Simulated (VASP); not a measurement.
# BN (Pm) in VASP: a series of runs, part 2 of 2

VASP 6.6.1. Earlier steps stand in the parts before.

**3. Single point, LDA**

The input, INCAR:

```
SYSTEM = BN
PREC = Accurate
ENCUT = 520
EDIFF = 1E-6
ISMEAR = 0
SIGMA = 0.01
LREAL = .FALSE.
LASPH = .TRUE.
NELM = 80
ALGO = Normal
ISIF = 2
LWAVE = .FALSE.
LCHARG = .TRUE.
GGA = CA
LELF = .TRUE.
LVHAR = .TRUE.
NBANDS = 16
```

The input, KPOINTS:

```
Automatic mesh
0
G
  7 7 3
  0 0 0
```

The input, POSCAR:

```
BN
1.0
    2.4982400000      0.0000000000      0.0000000000
   -1.2491200000      2.1635393000      0.0000000000
    0.0000000000      0.0000000000      6.6357000000
B N
2 2
Direct
    0.3433403798      0.6666666697      0.2500000000
    0.6666666674      0.3333333349      0.7500000000
    0.3333333349      0.6666666697      0.7500000000
    0.6666666674      0.3333333349      0.2500000000
```

Potentials or basis: VASP PAW LDA potentials, release 64 (B, N).

Command:

```sh
$ cat potpaw_LDA.64/B/POTCAR potpaw_LDA.64/N/POTCAR > POTCAR
$ mpirun -np 1 vasp_std > vasp.out
```

OUTCAR:

```text
SYSTEM = BN
   PREC = Accurate
   ENCUT = 520
   EDIFF = 1E-6
   ISMEAR = 0
   LREAL = .FALSE.
   LASPH = .TRUE.
   NELM = 80
   ISIF = 2
   GGA = CA

 ion  position               nearest neighbor table
   1  0.343  0.667  0.250-   4 1.42   4 1.44   4 1.46
   2  0.667  0.333  0.750-   3 1.44   3 1.44   3 1.44
   3  0.333  0.667  0.750-   2 1.44   2 1.44   2 1.44
   4  0.667  0.333  0.250-   1 1.42   1 1.44   1 1.46

  LATTYP: Found a hexagonal cell.
 ALAT       =     2.4982400000
 C/A-ratio  =     2.6561499296

  Lattice vectors:

 A1 = (   2.4982400000,   0.0000000000,   0.0000000000)
 A2 = (  -1.2491200000,   2.1635393000,   0.0000000000)
 A3 = (   0.0000000000,   0.0000000000,   6.6357000000)

Analysis of symmetry for initial positions (statically):
=====================================================================
 Subroutine PRICEL returns:
 Original cell was already a primitive cell.

 Routine SETGRP: Setting up the symmetry group for a
 hexagonal supercell.

 Subroutine GETGRP returns: Found  2 space group operations
 (whereof  1 operations were pure point group operations)
 out of a pool of 24 trial point group operations.

The static configuration has the point symmetry C_1 .
 The point group associated with its full space group is C_1h.

Analysis of symmetry for dynamics (positions and initial velocities):
=====================================================================
 Subroutine PRICEL returns:
 Original cell was already a primitive cell.

 Routine SETGRP: Setting up the symmetry group for a
 hexagonal supercell.

 Subroutine GETGRP returns: Found  2 space group operations
 (whereof  1 operations were pure point group operations)
 out of a pool of 24 trial point group operations.

The dynamic configuration has the point symmetry C_1 .
 The point group associated with its full space group is C_1h.

 Subroutine INISYM returns: Found  2 space group operations
 (whereof  1 operations are pure point group operations),
 and found     1 'primitive' translations

----------------------------------------------------------------------------------------

                                     Primitive cell

  volume of cell :      35.8662

  direct lattice vectors                    reciprocal lattice vectors
     2.498240000  0.000000000  0.000000000     0.400281798  0.231102805  0.000000000
    -1.249120000  2.163539300  0.000000000     0.000000000  0.462205609  0.000000000
     0.000000000  0.000000000  6.635700000     0.000000000  0.000000000  0.150700002

  length of vectors
     2.498240000  2.498239996  6.635700000     0.462205608  0.462205609  0.150700002

  position of ions in fractional coordinates (direct lattice)
     0.343340380  0.666666670  0.250000000
     0.666666667  0.333333335  0.750000000
     0.333333335  0.666666670  0.750000000
     0.666666667  0.333333335  0.250000000

  ion indices of the primitive-cell ions
   primitive index   ion index
                 1           1
                 2           2
                 3           3
                 4           4

----------------------------------------------------------------------------------------

 KPOINTS: Automatic mesh

Automatic generation of k-mesh.
[... 23 lines left out ...]
  0.000000  0.000000  0.000000      1.000000
  0.142857 -0.000000  0.000000      2.000000
  0.000000  0.142857  0.000000      2.000000
 -0.142857  0.142857  0.000000      2.000000
  0.285714 -0.000000  0.000000      2.000000
  0.000000  0.285714  0.000000      2.000000
[... 16 lines left out ...]
  0.285714  0.285714  0.000000      2.000000
 -0.285714 -0.428571  0.000000      2.000000
 [... further k-points ...]
   k-points           NKPTS =     50   k-points in BZ     NKDIM =     50   number of bands    NBANDS=     16
   number of dos      NEDOS =    301   number of ions     NIONS =      4
   total plane-waves  NPLWV =  20000
   dimension x,y,z NGX =    20 NGY =   20 NGZ =   50
   dimension x,y,z NGXF=    40 NGYF=   40 NGZF=  100
   ions per type =               2   2
   NGX,Y,Z   is equivalent  to a cutoff of  13.31, 13.31, 12.53 a.u.
   NGXF,Y,Z  is equivalent  to a cutoff of  26.62, 26.62, 25.05 a.u.
 SYSTEM =  BN
   PREC   = accura    normal or accurate (medium, high low for compatibility)
   ISTART =      0    job   : 0-new  1-cont  2-samecut
   ICHARG =      2    charge: 1-file 2-atom 10-const
   ISPIN  =      1    spin polarized calculation?
   LNONCOLLINEAR =      F non collinear calculations
   LSORBIT =      F    spin-orbit coupling
   LASPH  =      T    aspherical Exc in radial PAW
   ENCUT  =  520.0 eV  38.22 Ry    6.18 a.u.   4.65  4.65 12.34*2*pi/ulx,y,z
   NELM   =     80;   NELMIN=  2; NELMDL= -5     # of ELM steps
   EDIFF  = 0.1E-05   stopping-criterion for ELM
   LREAL  =      F    real-space projection
   EDIFFG = 0.1E-04   stopping-criterion for IOM
   NSW    =      0    number of steps for IOM
   IBRION =     -1    ionic relax: 0-MD 1-quasi-New 2-CG
   NFREE  =      0    steps in history (QN), initial steepest desc. (CG)
   ISIF   =      2    stress and relaxation
   ISYM   =      2    0-nonsym 1-usesym 2-fastsym
   POTIM  = 0.5000    time-step for ionic-motion
   TEBEG  =    0.0;   TEEND  =   0.0 temperature during run
   PSTRESS=    0.0 pullay stress
   NELECT =      16.0000    total number of electrons
   NUPDOWN=      -1.0000    fix difference up-down
   EMIN   =  10.00;   EMAX   =-10.00  energy-range for DOS
   EFERMI =   0.00;   METHOD = LEGACY
   ISMEAR =     0;   SIGMA  =   0.01  broadening in eV -4-tet -1-fermi 0-gaus
   EFERMI_NEDOS =   21; number of points for ismear=-14 and -15
   IALGO  =     38    algorithm
   IMIX   =      4    mixing-type and parameters
     AMIX     =   0.40;   BMIX     =  1.00
     AMIX_MAG =   1.60;   BMIX_MAG =  1.00
  volume/ion in A,a.u.               =       8.97        60.51
  Fermi-wavevector in a.u.,A,eV,Ry     =   1.250891  2.363842 21.289433  1.564729
  Thomas-Fermi vector in A             =   2.384864
   LORBIT       =      0    0 simple, 1 ext, 2 COOP (PROOUT), +10 PAW based schemes
   GGA     = CA    functional components
   LHFCALC =     F    Hartree Fock is set to
   AEXX    =    0.0000 exact exchange contribution
   IVDW    =     0    specifies the selected vdW correction
   LEPSILON=     F    determine dielectric tensor
   LRPA    =     F    only Hartree local field effects (RPA)
 non-spin polarized calculation
 Gauss-broadening in eV      SIGMA  =   0.01
  energy-cutoff  :      520.00
  volume of cell :       35.87
 maximum number of plane-waves:       985
   NGX =  9   NGY =  9   NGZ = 25

 number of electron      16.0000003 magnetization

 Free energy of the ion-electron system (eV)
  ---------------------------------------------------
  ext. energy  EPLUGINS =         0.00000000
  ---------------------------------------------------
  free energy    TOTEN  =       -38.56354897 eV

  energy without entropy =      -38.56354897  energy(sigma->0) =      -38.56354897

 E-fermi :   2.3125     XC(G=0): -10.5394

 val. band max:        2.1767140449   @ k =  -0.2857  -0.4286   0.0000
 cond. band min:       6.4111289147   @ k =   0.4286   0.4286   0.0000
 fundamental gap:      4.2344148698
 Fermi energy:         2.3125206562

 k-point     1 :       0.0000    0.0000    0.0000
  band No.  band energies     occupation
      1     -15.4490      2.00000
      2     -15.1328      2.00000
      3      -4.1871      2.00000
      4      -1.9681      2.00000
      5       0.5754      2.00000
      6       0.8655      2.00000
[... 433 lines left out ...]
      3      -5.8626      2.00000
      4      -5.7685      2.00000
      5      -4.3569      2.00000
      6      -4.2901      2.00000
[... 8 lines left out ...]
     15      18.4033      0.00000
     16      19.2400      0.00000

 [... further k-points ...]

------------------------ aborting loop because EDIFF is reached ----------------------------------------

  FORCE on cell =-STRESS in cart. coord.  units (eV):
  Direction    XX          YY          ZZ          XY          YZ          ZX
  --------------------------------------------------------------------------------------
  -------------------------------------------------------------------------------------
  Total       -0.7085586     -0.7294563     -0.1649975     -0.3194845      0.0000000      0.0000000
  in kB      -31.6519661    -32.5854844     -7.3705904    -14.2716665      0.0000000      0.0000000
  external PRESSURE =     -23.8693470 kB  Pullay stress =       0.0000000 kB

 VOLUME and BASIS-vectors are now :
 -----------------------------------------------------------------------------
  energy-cutoff  :      520.00
  volume of cell :       35.87
      direct lattice vectors                 reciprocal lattice vectors
     2.498240000  0.000000000  0.000000000     0.400281798  0.231102805  0.000000000
    -1.249120000  2.163539300  0.000000000     0.000000000  0.462205609  0.000000000
     0.000000000  0.000000000  6.635700000     0.000000000  0.000000000  0.150700002

 POSITION                                       TOTAL-FORCE (eV/Angst)
 -----------------------------------------------------------------------------------
      0.02500      1.44236      1.65892        -1.041850      0.040088      0.000000
      1.24912      0.72118      4.97677        -0.000363     -0.000002      0.000000
      0.00000      1.44236      4.97677         0.000720      0.000051      0.000000
      1.24912      0.72118      1.65892         1.041493     -0.040136      0.000000
 -----------------------------------------------------------------------------------
    total drift:                                0.000397      0.000010      0.000000

  FREE ENERGIE OF THE ION-ELECTRON SYSTEM (eV)
  ---------------------------------------------------
  free  energy   TOTEN  =       -38.5635489713 eV

  energy  without entropy=      -38.5635489713  energy(sigma->0) =      -38.56354897
```

Run time: 14 s. Hardware: 1 thread of Intel Xeon 6975P-C, shared host; peak memory 0.14 GiB.

Results:

* Free energy: -38.5635 eV
* Pressure: -2.4 GPa
* Largest force: 1.043 eV/Å
* Band gap on the k mesh: 4.23 eV, indirect (least direct gap 4.43 eV)

Forces in eV/Å, atoms in the order of the input:
```
B   -1.042  0.040  0.000
B    0.000  0.000  0.000
N    0.001  0.000  0.000
N    1.041 -0.040  0.000
```

Caveat: forces of over 1 eV/Å act on the atoms, so gaps and moduli don't describe the material at rest.

**4. Single point, LDA**

The input, INCAR:

```
SYSTEM = BN
ALGO     = Normal         ! electronic algorithm
EDIFF    = 1E-6           ! SCF threshold, eV
ENCUT    = 520            ! plane-wave cutoff, eV
ISIF     = 2              ! what is computed and relaxed
ISMEAR   = 0              ! smearing method
LASPH    = .True.         ! aspherical terms in the spheres
LCHARG   = .False.        ! write CHGCAR
LREAL    = .False.        ! projectors in reciprocal space
LWAVE    = .False.        ! write WAVECAR
NBANDS   = 16             ! bands
NELM     = 60             ! most SCF steps
PREC     = Accurate       ! precision mode
SIGMA    = 0.01           ! smearing width, eV
```

The input, KPOINTS:

```
k-points
0
Gamma
  7 7 3
  0 0 0
```

POSCAR: that of step 3 with these lines changed.

```diff
@@ -8,3 +8,3 @@
 Direct
-    0.3433403798      0.6666666697      0.2500000000
+    0.3533474248      0.6666666697      0.2500000000
     0.6666666674      0.3333333349      0.7500000000
```

Command:

```sh
$ cat potpaw_LDA.64/B/POTCAR potpaw_LDA.64/N/POTCAR > POTCAR
$ mpirun -np 1 vasp_std > vasp.out
```

Wall time 13 s (1 thread of Intel Xeon 6975P-C, shared host); peak memory 0.14 GiB.

Results (log left out):

```yaml
Free_energy: -38.5245 eV
Pressure: -2.0 GPa
Largest_force: 2.092 eV/Å
Band_gap_on_the_k_mesh: 4.17 eV, indirect (least direct gap 4.35 eV)
```

Forces on the atoms (eV/Å):
```
B   -2.086  0.161  0.000
B   -0.001  0.000  0.000
N    0.002  0.000  0.000
N    2.085 -0.161  0.000
```

Stress tensor (GPa, compression positive):
```
-2.48 -2.88  0.00
-2.88 -2.85  0.00
 0.00  0.00 -0.71
```

Levels at points of the mesh, in eV from the valence-band top:
```tsv
k point	band 4	band 5	band 6	band 7	band 8	band 9	band 10	band 11	band 12	band 13
(0.00, 0.00, 0.00)	-4.15	-1.89	-1.32	-1.32	-0.73	4.94	10.06	10.76	11.54	11.55
```

Caveat: forces of over 1 eV/Å act on the atoms, so gaps and moduli don't describe the material at rest. A k mesh can miss the band edges.
